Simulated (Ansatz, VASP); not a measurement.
One calculation of InAs, two programs

The input POSCAR:

```
InAs
1.0
    0.0000000000      2.9629527589      2.9629527589
    2.9629527589      0.0000000000      2.9629527589
    2.9629527589      2.9629527589      0.0000000000
In As
1 1
Direct
    0.0000000000      0.0000000000      0.0000000000
    0.2500000000      0.2500000000      0.2500000000
```

Contents of INCAR.step1:

```
ALGO = Normal ; EDIFF = 1E-5
ENCUT = 560 ; GGA = PE
GGA_COMPAT = False ; ISMEAR = -1
LASPH = True ; LCHARG = False
LREAL = False ; LWAVE = True
NBANDS = 21 ; NELM = 120
PREC = Accurate ; SIGMA = 0.02
```

Contents of INCAR.step2:

```
ALGO = Normal ; EDIFF = 1E-6
ENCUT = 560 ; GGA_COMPAT = False
ISIF = 2 ; ISMEAR = -1
ISTART = 1 ; LASPH = True
LCHARG = False ; LMIXTAU = True
LREAL = False ; LWAVE = False
METAGGA = R2SCAN ; NBANDS = 21
NELM = 120 ; PREC = Accurate
SIGMA = 0.02
```

Contents of KPOINTS:

```
k-points
0
Gamma
  8 8 8
```

Input for Ansatz:

```yaml
crystal:
  lattice:
    - [0.0, 2.9629527589, 2.9629527589]
    - [2.9629527589, 0.0, 2.9629527589]
    - [2.9629527589, 2.9629527589, 0.0]
  atoms:
    - { symbol: In, position: [0.0, 0.0, 0.0] }
    - { symbol: As, position: [0.25, 0.25, 0.25] }
kpoints:
  mp_grid: { grid: [8, 8, 8] }
  band_path:
    path:
      - [0.0, 0.0, 0.0]
      - [-0.5, -0.5, 0.0]
      - [-0.375, -0.375, 0.25]
      - [-0.375, 0.0, 0.375]
      - [0.0, 0.0, 0.5]
      - [-0.5, -0.25, 0.25]
    npoints: 1
hamiltonian:
  xc: r2scan
scf:
  occupations: { method: fermi_dirac, width: 0.02 }
  n_extra_bands: 4
output:
  forces: true
  stress: true
  eigenvalues: true
  write_density: true
  write_potential: true
  elf: true
  volumetric_format: npy
```

Change from the starting cell: hydrostatic strain -3.0%.

Alike in both runs: task single point; functional r2SCAN; k mesh 8 × 8 × 8; occupations fermi-dirac, width 0.02 eV; no spin polarisation.

|  | VASP | Ansatz |
| --- | --- | --- |
| version | VASP 6.6.1 | Ansatz 0.2.0 |
| potentials or method | VASP PAW PBE potentials, release 64 (In_d, As_d) | plane waves, PAW |
| plane-wave cutoff (eV) | 560 | 500 |
| valence electrons in the cell | 28 | 28 |

```tsv
	VASP	Ansatz	Ansatz less VASP
pressure (GPa)	6.5	6.5	0.00
```

VASP's potentials were made for PBE, not for r2SCAN. With one functional, cell and mesh, what is left measures potentials, basis and numerics.
